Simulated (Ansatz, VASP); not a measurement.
# In3Sb3H14: VASP beside Ansatz

```
CELL_PARAMETERS angstrom
15.00000 0.00000 0.00000
0.00000 15.30000 0.00000
0.00000 0.00000 15.60000
ATOMIC_POSITIONS crystal
In 0.38340 0.27510 0.39772
In 0.38342 0.60427 0.72053
In 0.53019 0.56128 0.43994
Sb 0.42846 0.45544 0.32766
Sb 0.42848 0.67581 0.54369
Sb 0.57053 0.42239 0.57618
H 0.47179 0.28794 0.47150
H 0.27725 0.29973 0.43567
H 0.40209 0.20936 0.30873
H 0.34867 0.53025 0.29972
H 0.48974 0.46928 0.23600
H 0.47179 0.52902 0.70782
H 0.27726 0.56561 0.69636
H 0.40218 0.69495 0.78506
H 0.34873 0.70431 0.47029
H 0.48980 0.76924 0.53014
H 0.63921 0.34020 0.54199
H 0.63919 0.45718 0.65682
H 0.50121 0.36037 0.63691
H 0.64234 0.58162 0.41994
```

Alike in both runs: functional PBE; k mesh 1 × 1 × 1; occupations gaussian, width 0.05 eV; no spin polarisation.

Ansatz relaxed the structure, and its values are those at the end. VASP's run is a single point on that final structure, the one shown.

```csv
,VASP,Ansatz
version,VASP 6.6.1,Ansatz 0.2.0
potentials or method,"VASP PAW PBE potentials, release 64 (In_d, Sb, H), cutoff 520 eV","scalar-relativistic, plane waves, PAW"
valence electrons in the cell,68,98
```

```csv
,VASP,Ansatz,Ansatz less VASP
gap on the k mesh at the Fermi level (eV),3.66,3.66,+0.006
rms of the force components (eV/Å),0.051,0.009,-0.0416
```

VASP's potentials hold 68 valence electrons a cell and Ansatz's 98, so a difference there can come from the potentials and not from the codes. Ansatz's warnings: xc potential rough in thin density.

Spin-orbit coupling is off throughout.
